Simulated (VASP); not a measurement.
MgBeS3:

```xyz
10
Lattice="3.6000 0.0000 0.0000 -1.8000 3.1177 0.0000 0.0000 0.0000 16.1000" Properties=species:S:1:pos:R:3 pbc="T T T"
Mg    0.0000    2.0785   13.4274
Mg    1.8000    1.0392    2.6726
Be    0.0000    2.0785    6.3756
Be    1.8000    1.0392    9.7244
S     0.0000    0.0000    1.0626
S     0.0000    0.0000   15.0374
S     0.0000    2.0785    4.2504
S     1.8000    1.0392   11.8496
S     0.0000    0.0000    6.9874
S     0.0000    0.0000    9.1126
```

```yaml
Program: VASP 6.6.1
Task: relaxation of cell and atoms
Functional: PBE
Potentials_or_basis: VASP PAW PBE potentials, release 64 (Mg, Be, S)
Cutoff: 600 eV
k_mesh: 5 × 5 × 1
Occupations: gaussian, width 0.2 eV
Spin: no spin polarisation
```

At the start: pressure -1.6 GPa; volume 18.07 Å³/atom.

Question: How do energy, volume and symmetry change on relaxing?

Answer: Over 15 steps the energy falls by 125.2 meV/atom and the volume is 18.23 Å³/atom (+0.9 %); space group P-3m1 (No. 164, to 0.05 Å).

The path:
```csv
step,energy change (eV),largest force (eV/Å),pressure (GPa),volume (Å³)
1,0.0000,1.7824,-1.63,180.70
2,-0.7374,1.9583,2.53,175.55
3,-0.7421,1.7643,2.14,175.89
4,-1.0258,0.9575,0.34,180.02
5,-1.0297,0.9131,0.14,180.65
6,-1.1232,0.4377,-0.40,182.16
7,-1.1340,0.6288,-0.59,182.89
8,-1.1832,0.4400,0.40,181.74
9,-1.1840,0.5535,0.55,181.58
10,-1.2238,0.2310,0.32,181.89
11,-1.2450,0.1505,0.14,182.26
12,-1.2461,0.2338,0.09,182.37
13,-1.2512,0.1227,-0.12,182.67
14,-1.2514,0.0927,-0.18,182.75
15,-1.2523,0.0546,0.02,182.33
```

Final structure:
```
Mg Be S
1.0
     3.75273    0.00000    0.00000
    -1.87636    3.24996    0.00000
     0.00000    0.00000   14.95005
Mg Be S
2 2 6
Direct
  0.33333 0.66667 0.84301
  0.66667 0.33333 0.15699
  0.33333 0.66667 0.37841
  0.66667 0.33333 0.62159
  0.00000 0.00000 0.06901
  0.00000 0.00000 0.93099
  0.33333 0.66667 0.24853
  0.66667 0.33333 0.75147
  0.00000 0.00000 0.42587
  0.00000 0.00000 0.57413
```

Caveat: the relaxation stopped at a loose force limit of 0.08 eV/Å, so its end isn't a converged minimum.
